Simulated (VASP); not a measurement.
Write the native input for VASP 6.6.1 that does the following.

```yaml
Task: single point
Functional: LDA
Potentials_or_basis: VASP PAW LDA potentials, release 64 (Mn_pv, S)
Cutoff: 520 eV
k_mesh: 7 × 7 × 7
Occupations: fermi-dirac, width 0.1 eV
Spin: collinear spin, ferromagnetic start
Starting_moments: "[4.0, 0.0] μB"
Hubbard_terms: Mn d U = 4.0 eV
Dipole_correction: no
Further_INCAR_settings: ALGO = Normal; EDIFF = 1e-06; NBANDS = 20
```

The structure of MnS lies in POSCAR:

```
MnS
1.0
    3.0990400000      0.0000000000      0.0000000000
    0.0000000000      3.0990400000      0.0000000000
    0.0000000000      0.0000000000      3.0990400000
Mn S
1 1
Direct
    0.5000000000      0.5000000000      0.5000000000
    0.0000000000      0.0000000000      0.0000000000
```

The input as run:

INCAR

```
SYSTEM = MnS
PREC = Accurate ; ENCUT = 520
EDIFF = 1E-6 ; ISMEAR = -1
SIGMA = 0.1 ; LREAL = .FALSE.
LASPH = .TRUE. ; NELM = 150
ALGO = Normal ; ISIF = 2
LWAVE = .FALSE. ; LCHARG = .FALSE.
ISPIN = 2 ; MAGMOM = 4 0
LORBIT = 11 ; LMAXMIX = 4
LDAU = .TRUE. ; LDAUTYPE = 2
LDAUL = 2 -1 ; LDAUU = 4 0
LDAUJ = 0 0 ; LDAUPRINT = 1
NBANDS = 20
```

KPOINTS

```
regular mesh
0
G
  7 7 7
  0 0 0
```

Potentials or basis: VASP PAW LDA potentials, release 64 (Mn_pv, S).

Command:

```bash
$ cat potpaw_LDA.64/Mn_pv/POTCAR potpaw_LDA.64/S/POTCAR > POTCAR
$ mpirun -np 1 vasp_std > vasp.out
```

It gave:

```yaml
Pressure: 6.8 GPa
Net_moment: 4.69 μB per cell
Site_moments: Mn +4.38; S +0.07 μB
Valence_electrons_inside_the_program's_atomic_spheres: Mn 11.37; S 3.75
```

Caveat: the cell stands under pressure; a cell with one magnetic atom can't hold antiferromagnetic order, which such compounds often take.

Run time: 6.4 s on 1 thread of Intel(R) Xeon(R) 6975P-C (Granite Rapids) (shared host), peak memory 0.14 GiB.
